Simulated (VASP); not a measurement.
A run of VASP 6.6.1:

Contents of INCAR:

```
SYSTEM = AlAs
PREC = Accurate
ENCUT = 500
EDIFF = 1E-6
ISMEAR = 0
SIGMA = 0.02
LREAL = .False.
LASPH = .True.
NELM = 120
ALGO = Normal
ISIF = 2
LWAVE = .False.
LCHARG = .False.
GGA = PE
NBANDS = 11
GGA_COMPAT = .False.
```

KPOINTS

```
regular mesh
0
Gamma
  8 8 8
  0 0 0
```

The input POSCAR:

```
AlAs
1.0
    0.0000000000      2.8053451728      2.8053451728
    2.8053451728      0.0000000000      2.8053451728
    2.8053451728      2.8053451728      0.0000000000
Al As
1 1
Direct
    0.0000000000      0.0000000000      0.0000000000
    0.2500000000      0.2500000000      0.2500000000
```

Potentials or basis: VASP PAW PBE potentials, release 64 (Al, As).

Run with:

```sh
$ cat potpaw_PBE.64/Al/POTCAR potpaw_PBE.64/As/POTCAR > POTCAR
$ mpirun -np 1 vasp_std > vasp.out
```

Hardware: 1 thread of Intel Xeon 6975P-C, on a shared host.

Question: How long does it take, and how much memory?

Answer: Wall time 10 s on 1 thread of Intel Xeon 6975P-C, with other jobs on the host, peak memory 0.17 GiB. Counts: scf iterations 12, k points 29.
